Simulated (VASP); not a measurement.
The system is NiI3.

```
CELL_PARAMETERS angstrom
5.55900 0.00000 0.00000
0.00000 5.55900 0.00000
0.00000 0.00000 5.55900
ATOMIC_POSITIONS crystal
Ni 0.00000 0.00000 0.00000
I 0.50000 0.00000 0.00000
I 0.00000 0.00000 0.50000
I 0.00000 0.50000 0.00000
```

Base run:

| Quantity | Value |
| --- | --- |
| Program | VASP 6.6.1 |
| Functional | PBE |
| Potentials or basis | VASP PAW PBE potentials, release 64 (Ni, I) |
| Cutoff | 520 eV |
| k mesh | 6 × 6 × 6 |
| Occupations | gaussian, width 0.05 eV |
| Spin | collinear spin, ferromagnetic start |
| Starting moments | [1.83, 0.0, 0.0, 0.0] μB |
| Hubbard terms | Ni d U = 6.2 eV |

Its results: pressure -0.2 GPa.

Q: After a change of settings the same cell gave: pressure -2.9 GPa. Which change was it?
A. k mesh from 6 × 6 × 6 to 4 × 4 × 4; moments at the start from [1.83, 0.0, 0.0, 0.0] to [1.82, 0.0, 0.0, 0.0]
B. k mesh from 6 × 6 × 6 to 4 × 4 × 4; further incar settings from ALGO = Normal; EDIFF = 1e-06; NBANDS = 28 to ALGO = Normal; EDIFF = 1e-07; NBANDS = 28
C. spin from collinear spin, ferromagnetic start to no spin polarisation; further incar settings from ALGO = Normal; EDIFF = 1e-06; NBANDS = 28 to ALGO = Normal; EDIFF = 1e-06; NBANDS = 24

A: C.

Caveats: an odd number of electrons without spin polarisation forces a metal (at least some runs); a magnetic or distorted state may lie lower (at least some runs); U without spin polarisation on a metal has little footing (at least some runs).
